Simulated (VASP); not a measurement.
A run of VASP 6.6.1:

The input POSCAR:

```
Bi
1.0
    2.2611931464      1.3055004718      4.0217690962
   -2.2611931464      1.3055004718      4.0217690962
    0.0000000000     -2.6110009436      4.0217690962
Bi
2
Direct
    0.2327530106      0.2327530106      0.2327530106
    0.7672469894      0.7672469894      0.7672469894
```

Contents of INCAR.step1:

```
SYSTEM = Bi
  PREC = Accurate
  ENCUT = 520
  ISMEAR = -1
  SIGMA = 0.02
  LREAL = .False.
  LASPH = .True.
  NELM = 100
  NBANDS = 22
  GGA = PE
  ALGO = Normal
  EDIFF = 1E-4
  LWAVE = .True.
  LCHARG = .False.
```

File INCAR.step2:

```
SYSTEM = Bi
  PREC = Accurate
  ENCUT = 520
  EDIFF = 1E-7
  ISMEAR = -1
  SIGMA = 0.02
  LREAL = .False.
  LASPH = .True.
  NELM = 100
  ALGO = Normal
  ISIF = 2
  LWAVE = .False.
  LCHARG = .False.
  METAGGA = R2SCAN
  LMIXTAU = .True.
  NBANDS = 22
  ISTART = 1
```

File KPOINTS:

```
Automatic mesh
0
Gamma
  8 8 8
  0 0 0
```

Potentials or basis: VASP PAW PBE potentials, release 64 (Bi_d).

The run is started by

```console
$ cat potpaw_PBE.64/Bi_d/POTCAR > POTCAR
$ cp INCAR.step1 INCAR
$ mpirun -np 1 vasp_std > vasp.out
$ cp INCAR.step2 INCAR
$ mpirun -np 1 vasp_std > vasp.out
```

Hardware: 1 thread of Intel Xeon 8259CL, with other jobs on the host.

**Question.** How long does it take, and how much memory?

**Answer.** Run time: 11 min on 1 thread of Intel Xeon 8259CL, with other jobs on the host, peak memory 0.26 GiB. Counts: k points 65.
